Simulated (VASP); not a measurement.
KPt, 2 atoms in the cell. The structure is hexagonal, space group P-6m2 (No. 187). Conventional cell: a = 3.001 Å, b = 3.001 Å, c = 5.346 Å, α = 90.00°, β = 90.00°, γ = 120.00°. K (site symmetry -6m2) has 6 K at 3.00 Å and 6 Pt at 3.19 Å within 4.0 Å. Within 4.0 Å of Pt (site symmetry -6m2) lie 6 Pt at 3.00 Å and 6 K at 3.19 Å. 

| Item | Value |
| --- | --- |
| Program | VASP 6.6.1 |
| Task | phonons |
| Functional | PBE |
| Dispersion | D3(BJ) |
| Potentials or basis | VASP PAW PBE potentials, release 64 (K_sv, Pt) |
| Cutoff | 520 eV |
| k mesh | 12 × 12 × 6 |
| Occupations | methfessel-paxton, width 0.02 eV |
| Spin | no spin polarisation |
| Dipole correction | no |
| Further INCAR settings | ALGO = Normal; EDIFF = 1e-08; IBRION = 6; POTIM = 0.015; NSW = 1 |

Potentials or basis: VASP PAW PBE potentials, release 64 (K_sv, Pt).

Command:

```bash
$ cat potpaw_PBE.64/K_sv/POTCAR potpaw_PBE.64/Pt/POTCAR > POTCAR
$ mpirun -np 1 vasp_std > vasp.out
```

Hardware: 1 thread of AMD EPYC 9755 128-Core Processor, with other jobs on the host.

How long does it take, and how much memory?

Wall time 9.4 min on 1 thread of AMD EPYC 9755 128-Core Processor, with other jobs on the host, peak memory 0.37 GiB. Counts: scf iterations 99, k points 76.
